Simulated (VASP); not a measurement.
Here is a VASP 6.6.1 calculation.

INCAR

```
SYSTEM = RbBr
  ALGO = Normal
  EDIFF = 1E-8
  ENCUT = 520
  GGA = CA
  ISIF = 2
  ISMEAR = -1
  LASPH = .True.
  LCHARG = .False.
  LEFG = .True.
  LREAL = .False.
  LWAVE = .False.
  NBANDS = 15
  NELM = 80
  PREC = Accurate
  SIGMA = 0.03
```

KPOINTS

```
k-points
0
Gamma
  6 6 6
  0 0 0
```

File POSCAR:

```
RbBr
1.0
    0.0000000000      3.5237313002      3.5237313002
    3.5237313002      0.0000000000      3.5237313002
    3.5237313002      3.5237313002      0.0000000000
Rb Br
1 1
Direct
    0.0000000000      0.0000000000      0.0000000000
    0.5000000000      0.5000000000      0.5000000000
```

Potentials or basis: VASP PAW LDA potentials, release 64 (Rb_sv, Br).

Command:

```sh
$ cat potpaw_LDA.64/Rb_sv/POTCAR potpaw_LDA.64/Br/POTCAR > POTCAR
$ mpirun -np 1 vasp_std > vasp.out
```

Task: Predict the pressure.

Result: -2.0 GPa.

Task: Estimate the band gap on the k mesh.

Result: 3.77 eV.
